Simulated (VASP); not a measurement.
# TiC (Cm) in VASP: a series of runs, part 2 of 2

VASP 6.6.1. The steps go on from the part before.

## Step 3: Single point, PBEsol (atom 2 (C) moved by (-0.200, -0.200) A along [1 1 0] and z)

INCAR reads:

```
ALGO     = Normal         # electronic algorithm
EDIFF    = 1E-6           # SCF threshold, eV
ENCUT    = 520            # plane-wave cutoff, eV
GGA      = PS             # functional
ISIF     = 2              # what is computed and relaxed
ISMEAR   = 0              # smearing method
LASPH    = T              # aspherical terms in the spheres
LCHARG   = T              # write CHGCAR
LELF     = T              # ELF
LREAL    = F              # projectors in reciprocal space
LVHAR    = T            
LWAVE    = F              # write WAVECAR
NBANDS   = 15             # bands
NELM     = 100            # most SCF steps
PREC     = Accurate       # precision mode
SIGMA    = 0.15           # smearing width, eV
```

KPOINTS reads:

```
k-points
0
Gamma
  18 18 18
```

POSCAR reads:

```
TiC
1.0
    0.0000000000      2.1640000000      2.1640000000
    2.1640000000      0.0000000000      2.1640000000
    2.1640000000      2.1640000000      0.0000000000
Ti C
1 1
Direct
    0.0000000000      0.0000000000      0.0000000000
    0.4537892791      0.4537892791      0.4808588927
```

Potentials or basis: VASP PAW PBE potentials, release 64 (Ti_sv, C).

Started as:

```bash
> cat potpaw_PBE.64/Ti_sv/POTCAR potpaw_PBE.64/C/POTCAR > POTCAR
> mpirun -np 1 vasp_std > vasp.out
```

OUTCAR:

```text
EDIFF = 1E-6
   ENCUT = 520
   GGA = PS
   ISIF = 2
   ISMEAR = 0
   LASPH = T
   LREAL = F
   NELM = 100
   PREC = Accurate

 ion  position               nearest neighbor table
   1  0.000  0.000  0.000-   2 1.97   2 2.04   2 2.04   2 2.32   2 2.32   2 2.37
   2  0.454  0.454  0.481-   1 1.97   1 2.04   1 2.04   1 2.32   1 2.32   1 2.37

  LATTYP: Found a face centered cubic cell.
 ALAT       =     4.3280000000

  Lattice vectors:

 A1 = (   0.0000000000,   2.1640000000,   2.1640000000)
 A2 = (   2.1640000000,   0.0000000000,   2.1640000000)
 A3 = (   2.1640000000,   2.1640000000,   0.0000000000)

Analysis of symmetry for initial positions (statically):
=====================================================================
 Subroutine PRICEL returns:
 Original cell was already a primitive cell.

 Routine SETGRP: Setting up the symmetry group for a
 face centered cubic supercell.

 Subroutine GETGRP returns: Found  2 space group operations
 (whereof  2 operations were pure point group operations)
 out of a pool of 48 trial point group operations.

The static configuration has the point symmetry C_1h.

Analysis of symmetry for dynamics (positions and initial velocities):
=====================================================================
 Subroutine PRICEL returns:
 Original cell was already a primitive cell.

 Routine SETGRP: Setting up the symmetry group for a
 face centered cubic supercell.

 Subroutine GETGRP returns: Found  2 space group operations
 (whereof  2 operations were pure point group operations)
 out of a pool of 48 trial point group operations.

The dynamic configuration has the point symmetry C_1h.

 Subroutine INISYM returns: Found  2 space group operations
 (whereof  2 operations are pure point group operations),
 and found     1 'primitive' translations

----------------------------------------------------------------------------------------

                                     Primitive cell

[... 114 lines left out ...]
   LORBIT       =      0    0 simple, 1 ext, 2 COOP (PROOUT), +10 PAW based schemes
   GGA     = PS    functional components
   LHFCALC =     F    Hartree Fock is set to
   AEXX    =    0.0000 exact exchange contribution
   IVDW    =     0    specifies the selected vdW correction
   LEPSILON=     F    determine dielectric tensor
   LRPA    =     F    only Hartree local field effects (RPA)
 non-spin polarized calculation
 Gauss-broadening in eV      SIGMA  =   0.15
  energy-cutoff  :      520.00
  volume of cell :       20.27
 maximum number of plane-waves:       568
   NGX = 11   NGY = 11   NGZ = 11

 number of electron      16.0000001 magnetization

 Free energy of the ion-electron system (eV)
  ---------------------------------------------------
  ext. energy  EPLUGINS =         0.00000000
  ---------------------------------------------------
  free energy    TOTEN  =       -19.46069615 eV

  energy without entropy =      -19.46048102  energy(sigma->0) =      -19.46058859

 E-fermi :   9.3951     XC(G=0): -12.8343

 val. band max:        9.3292584127   @ k =   0.0000   0.0000   0.1111
 cond. band min:       9.5171095866   @ k =   0.3889   0.2778   0.0000
 fundamental gap:      0.1878511739
 Fermi energy:         9.3951331121

 k-point     1 :       0.0000    0.0000    0.0000
  band No.  band energies     occupation
      1     -46.9708      2.00000
      2     -23.1136      2.00000
      3     -23.1080      2.00000
      4     -23.1078      2.00000
      5      -2.9849      2.00000
      6       8.6907      2.00000
      7       8.8616      2.00000
      8       8.9847      1.99989
      9      10.2033      0.00000
     10      10.5372      0.00000
     11      12.7654      0.00000
     12      13.0044      0.00000
     13      13.3059      0.00000
     14      19.4717      0.00000
[... 401 lines left out ...]
      2     -23.6247      2.00000
      3     -23.1638      2.00000
      4     -23.1629      2.00000
      5       0.2564      2.00000
      6       3.7425      2.00000
      7       6.6042      2.00000
      8       6.9255      2.00000
      9      12.0185      0.00000
     10      12.0753      0.00000
     11      13.2045      0.00000
     12      15.4626      0.00000
     13      17.0619      0.00000
     14      19.5684      0.00000
     15      24.7831      0.00000

 [... further k-points ...]
[... 5 lines left out ...]
  --------------------------------------------------------------------------------------
  -------------------------------------------------------------------------------------
  Total        0.1282590      0.1282590      0.9756351     -0.3198218     -0.4338106     -0.4338110
  in kB       10.1390345     10.1390345     77.1251858    -25.2823214    -34.2932797    -34.2933088
  external PRESSURE =      32.4677516 kB  Pullay stress =       0.0000000 kB

 VOLUME and BASIS-vectors are now :
 -----------------------------------------------------------------------------
  energy-cutoff  :      520.00
  volume of cell :       20.27
      direct lattice vectors                 reciprocal lattice vectors
     0.000000000  2.164000000  2.164000000    -0.231053604  0.231053604  0.231053604
     2.164000000  0.000000000  2.164000000     0.231053604 -0.231053604  0.231053604
     2.164000000  2.164000000  0.000000000     0.231053604  0.231053604 -0.231053604

 POSITION                                       TOTAL-FORCE (eV/Angst)
 -----------------------------------------------------------------------------------
      0.00000      0.00000      0.00000        -1.058609     -1.058609     -1.786008
      2.02258      2.02258      1.96400         1.058609      1.058609      1.786008
 -----------------------------------------------------------------------------------
    total drift:                               -0.000118     -0.000118     -0.000161

  FREE ENERGIE OF THE ION-ELECTRON SYSTEM (eV)
  ---------------------------------------------------
  free  energy   TOTEN  =       -19.4606961511 eV

  energy  without entropy=      -19.4604810229  energy(sigma->0) =      -19.46058859
```

OSZICAR:

```text
N       E                     dE             d eps       ncg     rms          rms(c)
DAV:   1     0.117231563926E+03    0.11723E+03   -0.79779E+03 46637   0.127E+03
DAV:   2    -0.172647412220E+02   -0.13450E+03   -0.12577E+03 49664   0.334E+02
DAV:   3    -0.246495383089E+02   -0.73848E+01   -0.72700E+01 60650   0.774E+01
DAV:   4    -0.248864317057E+02   -0.23689E+00   -0.23665E+00 58080   0.129E+01
DAV:   5    -0.248927919946E+02   -0.63603E-02   -0.63579E-02 60284   0.190E+00    0.193E+01
DAV:   6    -0.199263563531E+02    0.49664E+01   -0.11304E+01 70028   0.564E+01    0.641E+00
DAV:   7    -0.194931785210E+02    0.43318E+00   -0.18992E+00 53985   0.195E+01    0.516E+00
DAV:   8    -0.194594137269E+02    0.33765E-01   -0.13500E-01 54270   0.471E+00    0.241E+00
DAV:   9    -0.194634280824E+02   -0.40144E-02   -0.57789E-02 65454   0.248E+00    0.750E-01
DAV:  10    -0.194613754564E+02    0.20526E-02   -0.78143E-03 59066   0.132E+00    0.403E-01
DAV:  11    -0.194607250962E+02    0.65036E-03   -0.14905E-03 57574   0.556E-01    0.322E-02
DAV:  12    -0.194606975362E+02    0.27560E-04   -0.12164E-04 52093   0.147E-01    0.172E-02
DAV:  13    -0.194606964130E+02    0.11233E-05   -0.61859E-06 56391   0.268E-02    0.667E-03
DAV:  14    -0.194606961511E+02    0.26182E-06   -0.94168E-08 36774   0.407E-03
   1 F= -.19460696E+02 E0= -.19460589E+02  d E =-.215128E-03
```

stdout:

```text
POSCAR found type information on POSCAR TiC
 POSCAR found :  2 types and       2 ions
 scaLAPACK will be used
 -----------------------------------------------------------------------------
|                                                                             |
|                                                                             |
|     You enforced a specific xc type in the INCAR file but a different       |
|     I HOPE YOU KNOW WHAT YOU ARE DOING!                                     |
|                                                                             |
 -----------------------------------------------------------------------------

 LDA part: xc-table for (Slater+PW92), standard interpolation
 POSCAR, INCAR and KPOINTS ok, starting setup
 FFT: planning ... GRIDC
 FFT: planning ... GRID_SOFT
 FFT: planning ... GRID
 WAVECAR not read
 entering main loop
```

Wall time 2.3 min (1 thread of Intel Xeon 6975P-C (Granite Rapids), shared host); peak memory 0.56 GiB.

What came out:

- Free energy: -19.4607 eV
- Pressure: 3.2 GPa
- Largest force: 2.330 eV/Å
- Band gap on the k mesh: 0.19 eV (least direct gap 0.54 eV)

Forces in eV/Å, atoms in the order of the input:
```
Ti  -1.059 -1.059 -1.786
C    1.059  1.059  1.786
```

Levels at points of the mesh, in eV from the valence-band top:
| k point | band 4 | band 5 | band 6 | band 7 | band 8 | band 9 | band 10 | band 11 | band 12 | band 13 |
| --- | --- | --- | --- | --- | --- | --- | --- | --- | --- | --- |
| (0.00, 0.00, 0.00) | -32.44 | -12.31 | -0.64 | -0.47 | -0.34 | 0.87 | 1.21 | 3.44 | 3.68 | 3.98 |
| (0.50, 0.00, 0.00) | -32.49 | -8.89 | -5.81 | -2.84 | -2.55 | 2.81 | 2.87 | 4.10 | 6.04 | 8.03 |
| (0.00, 0.00, 0.50) | -32.49 | -8.87 | -5.81 | -2.78 | -2.47 | 2.80 | 2.84 | 4.07 | 5.89 | 7.80 |
| (0.50, 0.50, 0.50) | -32.49 | -8.95 | -5.81 | -3.10 | -3.08 | 2.92 | 2.97 | 4.32 | 8.09 | 8.46 |
| (0.50, 0.50, 0.00) | -32.62 | -9.96 | -3.32 | -2.39 | -0.30 | 0.91 | 3.12 | 3.51 | 3.53 | 5.56 |
| (0.00, 0.50, 0.50) | -32.61 | -9.96 | -3.40 | -2.62 | -0.43 | 1.26 | 3.30 | 3.51 | 3.53 | 5.72 |

Caveat: the cell differs from its parent crystal (atom 2 (C) moved by (-0.200, -0.200) A along [1 1 0] and z); the cell stands under pressure; the PAW data sets were made with another functional, which shifts forces and pressure a little.
